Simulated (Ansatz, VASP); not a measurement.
# SnBi5O2 in VASP and in Ansatz

```
CELL_PARAMETERS angstrom
3.43581 0.00000 0.00000
-1.71790 2.97550 0.00000
0.00000 0.00000 19.91453
ATOMIC_POSITIONS crystal
Sn 0.00000 0.00000 0.00000
Bi 0.66667 0.33333 0.20147
Bi 0.33333 0.66667 0.79853
Bi 0.33333 0.66667 0.33477
Bi 0.00000 0.00000 0.50000
Bi 0.66667 0.33333 0.66523
O 0.33333 0.66667 0.04796
O 0.66667 0.33333 0.95204
```

Alike in both runs: functional PBE; k mesh 5 × 5 × 1; occupations gaussian, width 0.2 eV; no spin polarisation.

Ansatz relaxed the structure, and its values are those at the end. VASP's run is a single point on that final structure, the one shown.

```csv
,VASP,Ansatz
version,VASP 6.6.1,Ansatz 0.2.0
potentials or method,"VASP PAW PBE potentials, release 64 (Sn_d, Bi_d, O), cutoff 520 eV","scalar-relativistic, plane waves, PAW"
valence electrons in the cell,101,101
```

|  | VASP | Ansatz | Ansatz less VASP |
| --- | --- | --- | --- |
| gap on the k mesh at the Fermi level (eV) | none | none | - |
| pressure (GPa) | 0.2 | 0.2 | -0.03 |
| rms of the force components (eV/Å) | 0.015 | 0.011 | -0.0031 |

A gap of «none» marks a metal or a gap that the smearing closes.

The k mesh is coarse, so the values compare programs but aren't converged. Spin-orbit coupling is off throughout.
